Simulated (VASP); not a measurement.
# InH (P4/mmm) in VASP: single point with PBE

Aim: the single point of InH with PBE.

All numbers are computed with VASP 6.6.1; they aren't measurements. Logs are shortened: lines on timing, memory, paths and dates and some standing lists are left out, and cuts for length are marked.

## 1. The cell of the first run

Symmetry: P4/mmm, No. 123, tetragonal system. The conventional cell has a = 2.892 Å, b = 2.892 Å, c = 3.791 Å, α = 90.00°, β = 90.00°, γ = 90.00°. Within 3.8 Å of In (site symmetry 4/mmm) lie 8 H at 2.79 Å and 6 In at 2.89 to 3.79 Å. Within 3.8 Å of H (site symmetry 4/mmm) lie 8 In at 2.79 Å and 6 H at 2.89 to 3.79 Å.

## 2. Single point, PBE

Input file INCAR:

```
SYSTEM = InH
ALGO = Normal ; EDIFF = 1E-6
ENCUT = 520 ; GGA = PE
ISIF = 2 ; ISMEAR = 0
LASPH = .TRUE. ; LCHARG = .FALSE.
LREAL = .FALSE. ; LWAVE = .FALSE.
NBANDS = 14 ; NELM = 60
PREC = Accurate ; SIGMA = 0.1
```

Input file KPOINTS:

```
k-points
0
G
  6 6 6
  0 0 0
```

Input file POSCAR:

```
InH
1.0
    2.8919477995      0.0000000000      0.0000000000
    0.0000000000      2.8919477995      0.0000000000
    0.0000000000      0.0000000000      3.7905172944
In H
1 1
Direct
    0.5000000000      0.5000000000      0.5000000000
    0.0000000000      0.0000000000      0.0000000000
```

Potentials or basis: VASP PAW PBE potentials, release 64 (In_d, H).

On the command line:

```sh
> cat potpaw_PBE.64/In_d/POTCAR potpaw_PBE.64/H/POTCAR > POTCAR
> mpirun -np 1 vasp_std > vasp.out
```

OUTCAR:

```text
SYSTEM = InH
   EDIFF = 1E-6
   ENCUT = 520
   GGA = PE
   ISIF = 2
   ISMEAR = 0
   LASPH = .TRUE.
   LREAL = .FALSE.
   NELM = 60
   PREC = Accurate

 ion  position               nearest neighbor table
   1  0.500  0.500  0.500-
   2  0.000  0.000  0.000-

  LATTYP: Found a simple tetragonal cell.
 ALAT       =     2.8919477995
 C/A-ratio  =     1.3107142857

  Lattice vectors:

 A1 = (   2.8919477995,   0.0000000000,   0.0000000000)
 A2 = (   0.0000000000,   2.8919477995,   0.0000000000)
 A3 = (   0.0000000000,   0.0000000000,   3.7905172944)

Analysis of symmetry for initial positions (statically):
=====================================================================
 Subroutine PRICEL returns:
 Original cell was already a primitive cell.

 Routine SETGRP: Setting up the symmetry group for a
 simple tetragonal supercell.

 Subroutine GETGRP returns: Found 16 space group operations
 (whereof 16 operations were pure point group operations)
 out of a pool of 16 trial point group operations.

The static configuration has the point symmetry D_4h.

Analysis of symmetry for dynamics (positions and initial velocities):
=====================================================================
 Subroutine PRICEL returns:
 Original cell was already a primitive cell.

 Routine SETGRP: Setting up the symmetry group for a
 simple tetragonal supercell.

 Subroutine GETGRP returns: Found 16 space group operations
 (whereof 16 operations were pure point group operations)
 out of a pool of 16 trial point group operations.

The dynamic configuration has the point symmetry D_4h.

 Subroutine INISYM returns: Found 16 space group operations
 (whereof 16 operations are pure point group operations),
 and found     1 'primitive' translations

----------------------------------------------------------------------------------------

                                     Primitive cell

  volume of cell :      31.7015

  direct lattice vectors                    reciprocal lattice vectors
     2.891947800  0.000000000  0.000000000     0.345787708  0.000000000  0.000000000
     0.000000000  2.891947800  0.000000000     0.000000000  0.345787708  0.000000000
     0.000000000  0.000000000  3.790517294     0.000000000  0.000000000  0.263816235

  length of vectors
     2.891947800  2.891947800  3.790517294     0.345787708  0.345787708  0.263816235

  position of ions in fractional coordinates (direct lattice)
     0.500000000  0.500000000  0.500000000
     0.000000000  0.000000000  0.000000000

  ion indices of the primitive-cell ions
   primitive index   ion index
                 1           1
                 2           2

----------------------------------------------------------------------------------------

 KPOINTS: k-points

Automatic generation of k-mesh.
 Grid dimensions read from file:
 generate k-points for:    6    6    6

 Generating k-lattice:

  Cartesian coordinates                     Fractional coordinates (reciprocal lattice)
     0.057631285  0.000000000  0.000000000     0.166666667  0.000000000  0.000000000
     0.000000000  0.057631285  0.000000000     0.000000000  0.166666667  0.000000000
     0.000000000  0.000000000  0.043969372     0.000000000  0.000000000  0.166666667

  Length of vectors
     0.057631285  0.057631285  0.043969372

  Shift w.r.t. Gamma in fractional coordinates (k-lattice)
     0.000000000  0.000000000  0.000000000

 Subroutine IBZKPT returns following result:
 ===========================================

 Found     40 irreducible k-points:

 Following reciprocal coordinates:
            Coordinates               Weight
  0.000000  0.000000  0.000000      1.000000
  0.166667  0.000000  0.000000      4.000000
  0.333333  0.000000  0.000000      4.000000
  0.500000  0.000000  0.000000      2.000000
  0.166667  0.166667  0.000000      4.000000
  0.333333  0.166667  0.000000      8.000000
[... 16 lines left out ...]
  0.333333  0.000000  0.333333      8.000000
  0.500000  0.000000  0.333333      4.000000
 [... further k-points ...]
   k-points           NKPTS =     40   k-points in BZ     NKDIM =     40   number of bands    NBANDS=     14
   number of dos      NEDOS =    301   number of ions     NIONS =      2
   total plane-waves  NPLWV =  16128
   dimension x,y,z NGX =    24 NGY =   24 NGZ =   28
   dimension x,y,z NGXF=    48 NGYF=   48 NGZF=   56
   ions per type =               1   1
   NGX,Y,Z   is equivalent  to a cutoff of  13.80, 13.80, 12.28 a.u.
   NGXF,Y,Z  is equivalent  to a cutoff of  27.59, 27.59, 24.56 a.u.
 SYSTEM =  InH
   PREC   = accura    normal or accurate (medium, high low for compatibility)
   ISTART =      0    job   : 0-new  1-cont  2-samecut
   ICHARG =      2    charge: 1-file 2-atom 10-const
   ISPIN  =      1    spin polarized calculation?
   LNONCOLLINEAR =      F non collinear calculations
   LSORBIT =      F    spin-orbit coupling
   LASPH  =      T    aspherical Exc in radial PAW
   ENCUT  =  520.0 eV  38.22 Ry    6.18 a.u.   5.38  5.38  7.05*2*pi/ulx,y,z
   NELM   =     60;   NELMIN=  2; NELMDL= -5     # of ELM steps
   EDIFF  = 0.1E-05   stopping-criterion for ELM
   LREAL  =      F    real-space projection
   EDIFFG = 0.1E-04   stopping-criterion for IOM
   NSW    =      0    number of steps for IOM
   IBRION =     -1    ionic relax: 0-MD 1-quasi-New 2-CG
   NFREE  =      0    steps in history (QN), initial steepest desc. (CG)
   ISIF   =      2    stress and relaxation
   ISYM   =      2    0-nonsym 1-usesym 2-fastsym
   POTIM  = 0.5000    time-step for ionic-motion
   TEBEG  =    0.0;   TEEND  =   0.0 temperature during run
   PSTRESS=    0.0 pullay stress
   NELECT =      14.0000    total number of electrons
   NUPDOWN=      -1.0000    fix difference up-down
   EMIN   =  10.00;   EMAX   =-10.00  energy-range for DOS
   EFERMI =   0.00;   METHOD = LEGACY
   ISMEAR =     0;   SIGMA  =   0.10  broadening in eV -4-tet -1-fermi 0-gaus
   EFERMI_NEDOS =   21; number of points for ismear=-14 and -15
   IALGO  =     38    algorithm
   IMIX   =      4    mixing-type and parameters
     AMIX     =   0.40;   BMIX     =  1.00
     AMIX_MAG =   1.60;   BMIX_MAG =  1.00
  volume/ion in A,a.u.               =      15.85       106.97
  Fermi-wavevector in a.u.,A,eV,Ry     =   1.246688  2.355898 21.146590  1.554231
  Thomas-Fermi vector in A             =   2.380854
   LORBIT       =      0    0 simple, 1 ext, 2 COOP (PROOUT), +10 PAW based schemes
   GGA     = PE    functional components
   LHFCALC =     F    Hartree Fock is set to
   AEXX    =    0.0000 exact exchange contribution
   IVDW    =     0    specifies the selected vdW correction
   LEPSILON=     F    determine dielectric tensor
   LRPA    =     F    only Hartree local field effects (RPA)
 non-spin polarized calculation
 Gauss-broadening in eV      SIGMA  =   0.10
  energy-cutoff  :      520.00
  volume of cell :       31.70
 maximum number of plane-waves:       876
 NGX is ok and might be reduce to    24
   NGX = 11   NGY = 11   NGZ = 15

 number of electron      13.9999992 magnetization

 Free energy of the ion-electron system (eV)
  ---------------------------------------------------
  ext. energy  EPLUGINS =         0.00000000
  ---------------------------------------------------
  free energy    TOTEN  =        -4.59624703 eV

  energy without entropy =       -4.59182980  energy(sigma->0) =       -4.59403841

 E-fermi :   5.8412     XC(G=0):  -9.9045

 val. band max:        5.8284159288   @ k =   0.5000   0.5000   0.0000
 cond. band min:       5.8617143723   @ k =   0.3333   0.3333   0.0000
 fundamental gap:      0.0332984435
 Fermi energy:         5.8412284119

 k-point     1 :       0.0000    0.0000    0.0000
  band No.  band energies     occupation
      1      -9.5144      2.00000
      2      -9.1627      2.00000
      3      -8.5922      2.00000
      4      -8.5922      2.00000
      5      -8.4658      2.00000
      6      -3.7041      2.00000
      7       6.5318      0.00000
      8       7.6618      0.00000
      9      14.8022      0.00000
     10      14.8022      0.00000
     11      15.7940      0.00000
     12      18.1663      0.00000
     13      24.0293      0.00000
     14      25.5065      0.00000

 k-point     2 :       0.1667    0.0000    0.0000
  band No.  band energies     occupation
      1      -9.4008      2.00000
      2      -9.0552      2.00000
      3      -8.6875      2.00000
      4      -8.5842      2.00000
      5      -8.5404      2.00000
      6      -3.1870      2.00000
      7       6.4982      0.00000
      8       8.2766      0.00000
      9      10.7389      0.00000
     10      15.4639      0.00000
     11      16.7602      0.00000
     12      20.7474      0.00000
     13      21.3109      0.00000
     14      22.9997      0.00000

 k-point     3 :       0.3333    0.0000    0.0000
  band No.  band energies     occupation
      1      -9.2879      2.00000
      2      -8.8712      2.00000
      3      -8.7305      2.00000
      4      -8.6861      2.00000
      5      -8.5682      2.00000
      6      -1.5784      2.00000
      7       4.6372      2.00000
      8       8.6238      0.00000
      9       9.9445      0.00000
     10      16.2882      0.00000
     11      17.2660      0.00000
     12      17.2830      0.00000
     13      18.9785      0.00000
     14      24.4953      0.00000
[... 324 lines left out ...]
 k-point    23 :       0.3333    0.0000    0.3333
  band No.  band energies     occupation
      1      -9.2752      2.00000
      2      -8.9222      2.00000
      3      -8.6842      2.00000
      4      -8.6678      2.00000
      5      -8.5822      2.00000
      6      -0.4493      2.00000
      7       3.3996      2.00000
      8       6.4157      0.00000
      9       9.5659      0.00000
     10      17.6092      0.00000
     11      18.3001      0.00000
     12      19.8231      0.00000
     13      21.8341      0.00000
     14      23.1561      0.00000

 k-point    24 :       0.5000    0.0000    0.3333
  band No.  band energies     occupation
      1      -9.2405      2.00000
      2      -9.0198      2.00000
      3      -8.7552      2.00000
      4      -8.5735      2.00000
      5      -8.4779      2.00000
      6       2.1549      2.00000
      7       2.3602      2.00000
      8       5.5345      1.99999
      9       7.0994      0.00000
     10      18.4040      0.00000
     11      20.1276      0.00000
     12      21.2039      0.00000
     13      21.7809      0.00000
     14      22.6558      0.00000

 [... further k-points ...]

------------------------ aborting loop because EDIFF is reached ----------------------------------------

  FORCE on cell =-STRESS in cart. coord.  units (eV):
  Direction    XX          YY          ZZ          XY          YZ          ZX
  --------------------------------------------------------------------------------------
  -------------------------------------------------------------------------------------
  Total        1.4337027      1.4337027     -1.0260126      0.0000000      0.0000000     -0.0000000
  in kB       72.4586614     72.4586614    -51.8541928      0.0000000      0.0000000     -0.0000000
  external PRESSURE =      31.0210433 kB  Pullay stress =       0.0000000 kB

 VOLUME and BASIS-vectors are now :
 -----------------------------------------------------------------------------
  energy-cutoff  :      520.00
  volume of cell :       31.70
      direct lattice vectors                 reciprocal lattice vectors
     2.891947800  0.000000000  0.000000000     0.345787708  0.000000000  0.000000000
     0.000000000  2.891947800  0.000000000     0.000000000  0.345787708  0.000000000
     0.000000000  0.000000000  3.790517294     0.000000000  0.000000000  0.263816235

 POSITION                                       TOTAL-FORCE (eV/Angst)
 -----------------------------------------------------------------------------------
      1.44597      1.44597      1.89526         0.000000      0.000000      0.000000
      0.00000      0.00000      0.00000         0.000000      0.000000      0.000000
 -----------------------------------------------------------------------------------
    total drift:                                0.000000      0.000000     -0.000000

  FREE ENERGIE OF THE ION-ELECTRON SYSTEM (eV)
  ---------------------------------------------------
  free  energy   TOTEN  =        -4.5962470275 eV

  energy  without entropy=       -4.5918297996  energy(sigma->0) =       -4.59403841
```

Run time: 5.1 s. Hardware: 1 thread of Intel Xeon Platinum 8559C (Emerald Rapids), shared host; peak memory 0.15 GiB.

What came out:

```yaml
Free_energy: -4.5962 eV
Pressure: 3.1 GPa
Band_gap_on_the_k_mesh: zero (bands 7 and 8 overlap by 3.25 eV)
```

Levels at points of the mesh, in eV from the Fermi level:
| k point | band 4 | band 5 | band 6 | band 7 | band 8 | band 9 | band 10 | band 11 |
| --- | --- | --- | --- | --- | --- | --- | --- | --- |
| (0.00, 0.00, 0.00) | -14.43 | -14.31 | -9.55 | 0.69 | 1.82 | 8.96 | 8.96 | 9.95 |
| (0.50, 0.00, 0.00) | -14.40 | -14.39 | -4.95 | -4.41 | 2.92 | 5.66 | 9.06 | 9.44 |
| (0.50, 0.50, 0.00) | -14.46 | -14.02 | -1.02 | -0.01 | -0.01 | 0.49 | 9.49 | 9.60 |
| (0.00, 0.00, 0.50) | -14.45 | -14.31 | -7.54 | -5.76 | 7.02 | 10.38 | 10.38 | 13.87 |
| (0.50, 0.00, 0.50) | -14.42 | -14.30 | -2.90 | -2.29 | -2.13 | 0.06 | 13.97 | 14.77 |
| (0.50, 0.50, 0.50) | -14.36 | -14.02 | -0.67 | 1.12 | 1.12 | 2.31 | 4.00 | 5.78 |

Caveat: the k points lie up to 0.36 Å⁻¹ apart, too coarse for converged energies and pressures of a metal; spin-orbit coupling is left out, which moves the levels of the heavy elements.
